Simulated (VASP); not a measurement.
A run of VASP 6.6.1 is set up as follows.

INCAR

```
SYSTEM = Li
PREC     = Accurate       ! precision mode
ENCUT    = 750            ! plane-wave cutoff, eV
EDIFF    = 1E-6           ! SCF threshold, eV
ISMEAR   = 1              ! smearing method
SIGMA    = 0.05           ! smearing width, eV
LREAL    = .FALSE.        ! projectors in reciprocal space
LASPH    = .TRUE.         ! aspherical terms in the spheres
NELM     = 120            ! most SCF steps
ALGO     = Normal         ! electronic algorithm
ISIF     = 2              ! what is computed and relaxed
LWAVE    = .FALSE.        ! write WAVECAR
LCHARG   = .FALSE.        ! write CHGCAR
GGA      = CA             ! functional
NBANDS   = 8              ! bands
GGA_COMPAT= .FALSE.
```

File KPOINTS:

```
regular mesh
0
G
  8 8 8
  0 0 0
```

POSCAR

```
Li
1.0
   -1.6851183304      1.6851183304      1.6851183304
    1.6851183304     -1.6851183304      1.6851183304
    1.6851183304      1.6851183304     -1.6851183304
Li
1
Direct
    0.0000000000      0.0000000000      0.0000000000
```

Potentials or basis: VASP PAW LDA potentials, release 64 (Li_sv).

Launch:

```bash
$ cat potpaw_LDA.64/Li_sv/POTCAR > POTCAR
$ mpirun -np 1 vasp_std > vasp.out
```

Q: What does it give for the pressure?

A: -0.2 GPa.

Q: What does it give for the band gap on the k mesh?

A: Zero (an odd number of electrons rules out a gap without spin polarisation).
